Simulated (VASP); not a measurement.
# Dy5C (Cmmm) in VASP: further runs

The runs below take Dy5C through single point, relaxation of cell and atoms, with PBE.

All numbers are computed with VASP 6.6.1; they aren't measurements. Logs are shortened: lines on timing, memory, paths and dates and some standing lists are left out, and cuts for length are marked.

**1. The cell of the first run**

It takes space group Cmmm (No. 65, orthorhombic). Conventional cell: a = 5.563 Å, b = 16.883 Å, c = 3.359 Å, α = 90.00°, β = 90.00°, γ = 90.00°. Dy (site symmetry m2m) has 2 C at 2.43 Å and 9 Dy at 3.29 to 3.60 Å within 3.6 Å. Within 4.4 Å of Dy (site symmetry m2m) lie 12 Dy at 3.34 to 3.78 Å and 2 C at 4.32 Å. Within 4.3 Å of Dy (site symmetry mmm) lie 4 C at 3.25 Å and 10 Dy at 3.29 to 3.70 Å. Within 3.4 Å of C (site symmetry mmm) lie 8 Dy at 2.43 to 3.25 Å and 2 C at 3.36 Å.

The cell was generated, and may not be a known phase.

**2. Single point, PBE**

Input file INCAR:

```
SYSTEM = Dy5C
PREC = Accurate ; ENCUT = 600
EDIFF = 1E-6 ; ISMEAR = 0
SIGMA = 0.1 ; LREAL = .False.
LASPH = .True. ; NELM = 200
ALGO = Normal ; ISIF = 2
LWAVE = .False. ; LCHARG = .False.
GGA = PE ; NBANDS = 34
GGA_COMPAT = .False. ; LMAXMIX = 6
```

Input file KPOINTS:

```
Automatic mesh
0
Gamma
  4 4 6
  0 0 0
```

Input file POSCAR:

```
Dy5C
1.0
    2.7813898130     -8.4413197375      0.0000000000
    2.7813898130      8.4413197375      0.0000000000
    0.0000000000      0.0000000000      3.3591583858
Dy C
5 1
Direct
    0.1038220637      0.8961779363      0.5000000000
    0.6954203064      0.3045796936      0.0000000000
    0.8961779363      0.1038220637      0.5000000000
    0.3045796936      0.6954203064      0.0000000000
    0.5000000000      0.5000000000      0.5000000000
    0.0000000000      0.0000000000      0.0000000000
```

Potentials or basis: VASP PAW PBE potentials, release 64 (Dy_3, C), 4f in core.

Command:

```sh
$ cat potpaw_PBE.64/Dy_3/POTCAR potpaw_PBE.64/C/POTCAR > POTCAR
$ mpirun -np 1 vasp_std > vasp.out
```

OUTCAR:

```text
SYSTEM = Dy5C
   PREC = Accurate
   ENCUT = 600
   EDIFF = 1E-6
   ISMEAR = 0
   LREAL = .False.
   LASPH = .True.
   NELM = 200
   ISIF = 2
   GGA = PE

 ion  position               nearest neighbor table
   1  0.104  0.896  0.500-   6 2.43   6 2.43   5 3.29   5 3.29   3 3.51   2 3.60   2 3.60   2 3.60
                             2 3.60   4 3.78   4 3.78
   2  0.695  0.305  0.000-   4 3.34   4 3.34   1 3.60   1 3.60   1 3.60   1 3.60   5 3.70   5 3.70
                             3 3.78   3 3.78
   3  0.896  0.104  0.500-   6 2.43   6 2.43   5 3.29   5 3.29   1 3.51   4 3.60   4 3.60   4 3.60
                             4 3.60   2 3.78   2 3.78
   4  0.305  0.695  0.000-   2 3.34   2 3.34   3 3.60   3 3.60   3 3.60   3 3.60   5 3.70   5 3.70
                             1 3.78   1 3.78
   5  0.500  0.500  0.500-   1 3.29   3 3.29   1 3.29   3 3.29   2 3.70   4 3.70   2 3.70   4 3.70

   6  0.000  0.000  0.000-   1 2.43   3 2.43   1 2.43   3 2.43

  LATTYP: Found a base centered orthorhombic cell.
 ALAT       =     5.5627796260
 B/A-ratio  =     3.0349286885
 C/A-ratio  =     0.6038632863

  Lattice vectors:

 A1 = (   2.7813898130,  -8.4413197375,   0.0000000000)
 A2 = (   2.7813898130,   8.4413197375,   0.0000000000)
 A3 = (   0.0000000000,   0.0000000000,   3.3591583858)

Analysis of symmetry for initial positions (statically):
=====================================================================
 Subroutine PRICEL returns:
 Original cell was already a primitive cell.

 Routine SETGRP: Setting up the symmetry group for a
 base centered orthorhombic supercell.

 Subroutine GETGRP returns: Found  8 space group operations
 (whereof  8 operations were pure point group operations)
 out of a pool of  8 trial point group operations.

The static configuration has the point symmetry D_2h.

Analysis of symmetry for dynamics (positions and initial velocities):
=====================================================================
 Subroutine PRICEL returns:
 Original cell was already a primitive cell.

 Routine SETGRP: Setting up the symmetry group for a
 base centered orthorhombic supercell.

 Subroutine GETGRP returns: Found  8 space group operations
 (whereof  8 operations were pure point group operations)
 out of a pool of  8 trial point group operations.

The dynamic configuration has the point symmetry D_2h.

 Subroutine INISYM returns: Found  8 space group operations
 (whereof  8 operations are pure point group operations),
 and found     1 'primitive' translations

----------------------------------------------------------------------------------------

                                     Primitive cell

  volume of cell :     157.7367

  direct lattice vectors                    reciprocal lattice vectors
     2.781389813 -8.441319738  0.000000000     0.179766244 -0.059232444  0.000000000
     2.781389813  8.441319738  0.000000000     0.179766244  0.059232444  0.000000000
     0.000000000  0.000000000  3.359158386     0.000000000  0.000000000  0.297693614

  length of vectors
     8.887744832  8.887744832  3.359158386     0.189273308  0.189273308  0.297693614

  position of ions in fractional coordinates (direct lattice)
     0.103822064  0.896177936  0.500000000
     0.695420306  0.304579694  0.000000000
     0.896177936  0.103822064  0.500000000
     0.304579694  0.695420306  0.000000000
     0.500000000  0.500000000  0.500000000
     0.000000000  0.000000000  0.000000000

  ion indices of the primitive-cell ions
   primitive index   ion index
                 1           1
                 2           2
                 3           3
                 4           4
                 5           5
                 6           6

----------------------------------------------------------------------------------------

 KPOINTS: Automatic mesh

Automatic generation of k-mesh.
 Grid dimensions read from file:
 generate k-points for:    4    4    6

 Generating k-lattice:

  Cartesian coordinates                     Fractional coordinates (reciprocal lattice)
     0.044941561 -0.014808111  0.000000000     0.250000000  0.000000000  0.000000000
     0.044941561  0.014808111  0.000000000     0.000000000  0.250000000  0.000000000
     0.000000000  0.000000000  0.049615602     0.000000000  0.000000000  0.166666667

  Length of vectors
     0.047318327  0.047318327  0.049615602

  Shift w.r.t. Gamma in fractional coordinates (k-lattice)
     0.000000000  0.000000000  0.000000000

 Subroutine IBZKPT returns following result:
 ===========================================

 Found     28 irreducible k-points:

 Following reciprocal coordinates:
            Coordinates               Weight
  0.000000  0.000000  0.000000      1.000000
  0.250000 -0.000000  0.000000      4.000000
  0.500000 -0.000000  0.000000      2.000000
  0.250000  0.250000  0.000000      2.000000
  0.500000  0.250000  0.000000      4.000000
 -0.250000  0.250000  0.000000      2.000000
[... 16 lines left out ...]
  0.250000 -0.000000  0.500000      4.000000
  0.500000 -0.000000  0.500000      2.000000
 [... further k-points ...]
   k-points           NKPTS =     28   k-points in BZ     NKDIM =     28   number of bands    NBANDS=     34
   number of dos      NEDOS =    301   number of ions     NIONS =      6
   total plane-waves  NPLWV = 145152
   dimension x,y,z NGX =    72 NGY =   72 NGZ =   28
   dimension x,y,z NGXF=   144 NGYF=  144 NGZF=   56
   ions per type =               5   1
   NGX,Y,Z   is equivalent  to a cutoff of  13.47, 13.47, 13.86 a.u.
   NGXF,Y,Z  is equivalent  to a cutoff of  26.94, 26.94, 27.71 a.u.
 SYSTEM =  Dy5C
   PREC   = accura    normal or accurate (medium, high low for compatibility)
   ISTART =      0    job   : 0-new  1-cont  2-samecut
   ICHARG =      2    charge: 1-file 2-atom 10-const
   ISPIN  =      1    spin polarized calculation?
   LNONCOLLINEAR =      F non collinear calculations
   LSORBIT =      F    spin-orbit coupling
   LASPH  =      T    aspherical Exc in radial PAW
   ENCUT  =  600.0 eV  44.10 Ry    6.64 a.u.  17.75 17.75  6.71*2*pi/ulx,y,z
   NELM   =    200;   NELMIN=  2; NELMDL= -5     # of ELM steps
   EDIFF  = 0.1E-05   stopping-criterion for ELM
   LREAL  =      F    real-space projection
   EDIFFG = 0.1E-04   stopping-criterion for IOM
   NSW    =      0    number of steps for IOM
   IBRION =     -1    ionic relax: 0-MD 1-quasi-New 2-CG
   NFREE  =      0    steps in history (QN), initial steepest desc. (CG)
   ISIF   =      2    stress and relaxation
   ISYM   =      2    0-nonsym 1-usesym 2-fastsym
   POTIM  = 0.5000    time-step for ionic-motion
   TEBEG  =    0.0;   TEEND  =   0.0 temperature during run
   PSTRESS=    0.0 pullay stress
   NELECT =      49.0000    total number of electrons
   NUPDOWN=      -1.0000    fix difference up-down
   EMIN   =  10.00;   EMAX   =-10.00  energy-range for DOS
   EFERMI =   0.00;   METHOD = LEGACY
   ISMEAR =     0;   SIGMA  =   0.10  broadening in eV -4-tet -1-fermi 0-gaus
   EFERMI_NEDOS =   21; number of points for ismear=-14 and -15
   IALGO  =     38    algorithm
   IMIX   =      4    mixing-type and parameters
     AMIX     =   0.40;   BMIX     =  1.00
     AMIX_MAG =   1.60;   BMIX_MAG =  1.00
  volume/ion in A,a.u.               =      26.29       177.41
  Fermi-wavevector in a.u.,A,eV,Ry     =   1.108739  2.095213 16.725669  1.229302
  Thomas-Fermi vector in A             =   2.245270
   LORBIT       =      0    0 simple, 1 ext, 2 COOP (PROOUT), +10 PAW based schemes
   GGA     = PE    functional components
   LHFCALC =     F    Hartree Fock is set to
   AEXX    =    0.0000 exact exchange contribution
   IVDW    =     0    specifies the selected vdW correction
   LEPSILON=     F    determine dielectric tensor
   LRPA    =     F    only Hartree local field effects (RPA)
 non-spin polarized calculation
 Gauss-broadening in eV      SIGMA  =   0.10
  energy-cutoff  :      600.00
  volume of cell :      157.74
 maximum number of plane-waves:      5314
 NGX is ok and might be reduce to    72
   NGX = 35   NGY = 35   NGZ = 13

 number of electron      48.9999999 magnetization

 Free energy of the ion-electron system (eV)
  ---------------------------------------------------
  ext. energy  EPLUGINS =         0.00000000
  ---------------------------------------------------
  free energy    TOTEN  =       -30.82684283 eV

  energy without entropy =      -30.78685146  energy(sigma->0) =      -30.80684714

 E-fermi :   3.4653     XC(G=0): -10.1178

 val. band max:        3.4561398294   @ k =  -0.2500   0.2500   0.1667
 cond. band min:       3.4740188819   @ k =  -0.2500   0.2500   0.0000
 fundamental gap:      0.0178790525
 Fermi energy:         3.4653428470

 k-point     1 :       0.0000    0.0000    0.0000
  band No.  band energies     occupation
      1     -20.3841      2.00000
      2     -20.1728      2.00000
      3     -20.0990      2.00000
      4     -19.9590      2.00000
      5     -19.9042      2.00000
      6     -19.7432      2.00000
[... 26 lines left out ...]
     33       6.2980      0.00000
     34       6.3750      0.00000

 k-point     2 :       0.2500   -0.0000    0.0000
  band No.  band energies     occupation
      1     -20.3624      2.00000
      2     -20.2158      2.00000
      3     -20.0693      2.00000
      4     -19.9588      2.00000
      5     -19.9578      2.00000
      6     -19.7233      2.00000
[... 26 lines left out ...]
     33       6.3076      0.00000
     34       6.4326      0.00000

 k-point     3 :       0.5000   -0.0000    0.0000
  band No.  band energies     occupation
      1     -20.3428      2.00000
      2     -20.2591      2.00000
      3     -20.0297      2.00000
      4     -19.9886      2.00000
      5     -19.9566      2.00000
      6     -19.7050      2.00000
[... 26 lines left out ...]
     33       6.4712      0.00000
     34       6.4936      0.00000
[... 704 lines left out ...]
 k-point    23 :       0.2500   -0.0000    0.5000
  band No.  band energies     occupation
      1     -20.5342      2.00000
      2     -20.2897      2.00000
      3     -20.1900      2.00000
      4     -20.1402      2.00000
      5     -20.0077      2.00000
      6     -19.9974      2.00000
[... 26 lines left out ...]
     33       5.5832      0.00000
     34       6.4704      0.00000

 k-point    24 :       0.5000   -0.0000    0.5000
  band No.  band energies     occupation
      1     -20.5310      2.00000
      2     -20.2641      2.00000
      3     -20.2243      2.00000
      4     -20.1326      2.00000
      5     -20.0219      2.00000
      6     -19.9626      2.00000
[... 26 lines left out ...]
     33       6.3395      0.00000
     34       6.4010      0.00000

 [... further k-points ...]

------------------------ aborting loop because EDIFF is reached ----------------------------------------

  FORCE on cell =-STRESS in cart. coord.  units (eV):
  Direction    XX          YY          ZZ          XY          YZ          ZX
  --------------------------------------------------------------------------------------
  -------------------------------------------------------------------------------------
  Total        0.5892423      0.1514445      1.4817989      0.0000000      0.0000000      0.0000000
  in kB        5.9851059      1.5382655     15.0510621      0.0000000      0.0000000      0.0000000
  external PRESSURE =       7.5248112 kB  Pullay stress =       0.0000000 kB

 VOLUME and BASIS-vectors are now :
 -----------------------------------------------------------------------------
  energy-cutoff  :      600.00
  volume of cell :      157.74
      direct lattice vectors                 reciprocal lattice vectors
     2.781389813 -8.441319738  0.000000000     0.179766244 -0.059232444  0.000000000
     2.781389813  8.441319738  0.000000000     0.179766244  0.059232444  0.000000000
     0.000000000  0.000000000  3.359158386     0.000000000  0.000000000  0.297693614

 POSITION                                       TOTAL-FORCE (eV/Angst)
 -----------------------------------------------------------------------------------
      2.78139      6.68853      1.67958        -0.000000     -0.006706      0.000000
      2.78139     -3.29921      0.00000        -0.000000      0.035346      0.000000
      2.78139     -6.68853      1.67958        -0.000000      0.006706     -0.000000
      2.78139      3.29921      0.00000        -0.000000     -0.035346     -0.000000
      2.78139      0.00000      1.67958         0.000000      0.000000     -0.000000
      0.00000      0.00000      0.00000        -0.000000     -0.000000     -0.000000
 -----------------------------------------------------------------------------------
    total drift:                                0.000000     -0.000000     -0.000000

  FREE ENERGIE OF THE ION-ELECTRON SYSTEM (eV)
  ---------------------------------------------------
  free  energy   TOTEN  =       -30.8268428275 eV

  energy  without entropy=      -30.7868514571  energy(sigma->0) =      -30.80684714
```

Run time: 4.8 min. Hardware: 1 thread of Intel Xeon Platinum 8259CL at 2.50GHz (Skylake/Cascade Lake), shared host; peak memory 0.44 GiB.

What came out:

| Property | Result |
| --- | --- |
| Free energy | -30.8268 eV |
| Pressure | 0.8 GPa |
| Largest force | 0.035 eV/Å |
| Band gap on the k mesh | zero (an odd number of electrons rules out a gap without spin polarisation) |

Forces in eV/Å, atoms in the order of the input:
```
Dy   0.000 -0.007  0.000
Dy   0.000  0.035  0.000
Dy   0.000  0.007  0.000
Dy   0.000 -0.035  0.000
Dy   0.000  0.000  0.000
C    0.000  0.000  0.000
```

Stress tensor (GPa, compression positive):
```
0.60 0.00 0.00
0.00 0.15 0.00
0.00 0.00 1.51
```

Caveat: spin-orbit coupling is left out, which moves the levels of the heavy elements; the 4f electrons are frozen in the core, so they carry no moment and show no levels.

[end of part 1 of 2]
